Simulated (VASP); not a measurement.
# Mo (I4/mmm) in VASP: a series of runs, part 2 of 2

VASP 6.6.1. The steps go on from the part before.

## 4. Single point, PBE (strain -0.080 along x and y, +0.080 along z)

File INCAR:

```
  ALGO = Fast
  EDIFF = 1E-7
  ENCUT = 520
  GGA = PE
  ISIF = 2
  ISMEAR = 0
  LASPH = True
  LCHARG = True
  LELF = True
  LREAL = False
  LVHAR = True
  LWAVE = False
  NBANDS = 13
  NELM = 60
  PREC = Accurate
  SIGMA = 0.15
```

File KPOINTS:

```
k-points
0
Gamma
  22 22 22
```

File POSCAR:

```
Mo
1.0
   -1.4453200000      1.4453200000      1.6966800000
    1.4453200000     -1.4453200000      1.6966800000
    1.4453200000      1.4453200000     -1.6966800000
Mo
1
Direct
    0.0000000000      0.0000000000      0.0000000000
```

Potentials or basis: VASP PAW PBE potentials, release 64 (Mo_sv).

Started as:

```bash
cat potpaw_PBE.64/Mo_sv/POTCAR > POTCAR
mpirun -np 1 vasp_std > vasp.out
```

OUTCAR:

```text
EDIFF = 1E-7
   ENCUT = 520
   GGA = PE
   ISIF = 2
   ISMEAR = 0
   LASPH = True
   LREAL = False
   NELM = 60
   PREC = Accurate

 ion  position               nearest neighbor table
   1  0.000  0.000  0.000-

  LATTYP: Found a body centered tetragonal cell.
 ALAT       =     2.8906400000
 C/A-ratio  =     1.1739130435

  Lattice vectors:

 A1 = (  -1.4453200000,   1.4453200000,   1.6966800000)
 A2 = (   1.4453200000,  -1.4453200000,   1.6966800000)
 A3 = (   1.4453200000,   1.4453200000,  -1.6966800000)

Analysis of symmetry for initial positions (statically):
=====================================================================
 Subroutine PRICEL returns:
 Original cell was already a primitive cell.

 Routine SETGRP: Setting up the symmetry group for a
 body centered tetragonal supercell.

 Subroutine GETGRP returns: Found 16 space group operations
 (whereof 16 operations were pure point group operations)
 out of a pool of 16 trial point group operations.

The static configuration has the point symmetry D_4h.

Analysis of symmetry for dynamics (positions and initial velocities):
[... 168 lines left out ...]
      2     -20.0508      2.00000
      3     -20.0508      2.00000
      4     -20.0345      2.00000
      5       6.7125      2.00000
      6      12.3443      2.00000
      7      12.3443      2.00000
      8      14.1611      1.14350
      9      14.5905      0.00011
     10      16.8913      0.00000
     11      27.5188      0.00000
     12      30.5786      0.00000
     13      30.5786      0.00000
[... 354 lines left out ...]
  band No.  band energies     occupation
      1     -46.6744      2.00000
      2     -21.8771      2.00000
      3     -20.5094      2.00000
      4     -20.1016      2.00000
      5       8.5810      2.00000
      6      11.2895      2.00000
      7      14.2150      0.74339
      8      15.4210      0.00000
      9      17.5087      0.00000
     10      19.0143      0.00000
     11      26.6037      0.00000
     12      27.7192      0.00000
     13      34.1946      0.00000

 [... further k-points ...]

------------------------ aborting loop because EDIFF is reached ----------------------------------------

  FORCE on cell =-STRESS in cart. coord.  units (eV):
  Direction    XX          YY          ZZ          XY          YZ          ZX
  --------------------------------------------------------------------------------------
  -------------------------------------------------------------------------------------
  Total        4.5190037      4.5190037      1.1567084      0.0000000     -0.0000000      0.0000000
  in kB      510.6993752    510.6993752    130.7213441      0.0000000     -0.0000000      0.0000000
  external PRESSURE =     384.0400315 kB  Pullay stress =       0.0000000 kB

 VOLUME and BASIS-vectors are now :
 -----------------------------------------------------------------------------
  energy-cutoff  :      520.00
  volume of cell :       14.18
      direct lattice vectors                 reciprocal lattice vectors
    -1.445320000  1.445320000  1.696680000     0.000000000  0.345944151  0.294693165
     1.445320000 -1.445320000  1.696680000     0.345944151  0.000000000  0.294693165
     1.445320000  1.445320000 -1.696680000     0.345944151  0.345944151  0.000000000

 POSITION                                       TOTAL-FORCE (eV/Angst)
 -----------------------------------------------------------------------------------
      0.00000      0.00000      0.00000         0.000000     -0.000000      0.000000
 -----------------------------------------------------------------------------------
    total drift:                                0.000000     -0.000000      0.000000

  FREE ENERGIE OF THE ION-ELECTRON SYSTEM (eV)
  ---------------------------------------------------
  free  energy   TOTEN  =       -10.5362885433 eV

  energy  without entropy=      -10.5256516019  energy(sigma->0) =      -10.53097007
```

stdout:

```text
POSCAR found type information on POSCAR Mo
 POSCAR found :  1 types and       1 ions
 scaLAPACK will be used
 LDA part: xc-table for (Slater+PW92), standard interpolation
 POSCAR, INCAR and KPOINTS ok, starting setup
 FFT: planning ... GRIDC
 FFT: planning ... GRID_SOFT
 FFT: planning ... GRID
 WAVECAR not read
 entering main loop
WARNING in EDDRMM: call to ZHEGV failed, returncode =   8  4     13
WARNING in EDDRMM: call to ZHEGV failed, returncode =   8  4     13
WARNING in EDDRMM: call to ZHEGV failed, returncode =   6  3     13
```

It took 5 min on 1 thread of AMD EPYC 7R13, shared host; peak memory 0.22 GiB.

Results:

* Free energy: -10.5363 eV
* Pressure: 38.4 GPa
* Band gap on the k mesh: zero (band 7 reaches 18.47 eV, above the bottom of band 8 at 12.92 eV)

Levels at points of the mesh, in eV from the Fermi level:
```
           k point  band 4  band 5  band 6  band 7  band 8  band 9  band 10  band 11
(0.00, 0.00, 0.00)  -34.21   -7.47   -1.84   -1.84   -0.02    0.41     2.71    13.34
(0.50, 0.00, 0.00)  -34.26   -5.75   -2.95    0.21    1.77    3.31     5.11    12.36
(0.50, 0.50, 0.00)  -34.48   -6.10   -4.98    3.14    3.56    3.68     5.69    12.31
(0.50, 0.50, 0.50)  -35.27   -6.34   -5.90    4.29    4.89    4.89     7.27    11.35
```

Caveat: the cell differs from its parent crystal (strain -0.080 along x and y, +0.080 along z).

## 5. Overview

```csv
cell,further INCAR settings,gap on the mesh (eV),pressure (GPa)
"a = 2.578 Å, angles 111.8, 111.8, 104.9°, 1 atom",ALGO = Fast; EDIFF = 1e-07; NBANDS = 13,none,72.1
"a = 2.617 Å, angles 112.9, 112.9, 102.7°, 1 atom",ALGO = Fast; EDIFF = 1e-06; NBANDS = 13,none,53.7
"a = 2.656 Å, angles 114.1, 114.1, 100.6°, 1 atom",ALGO = Fast; EDIFF = 1e-07; NBANDS = 13,none,38.4
```

Alike in all rows: task single point; level PBE; potentials or basis VASP PAW PBE potentials, release 64 (Mo_sv); no spin polarisation; k mesh 22 × 22 × 22; cutoff (eV) 520; smearing gaussian 0.15 eV.

Absolute energies hang on the potentials; compare differences alone.
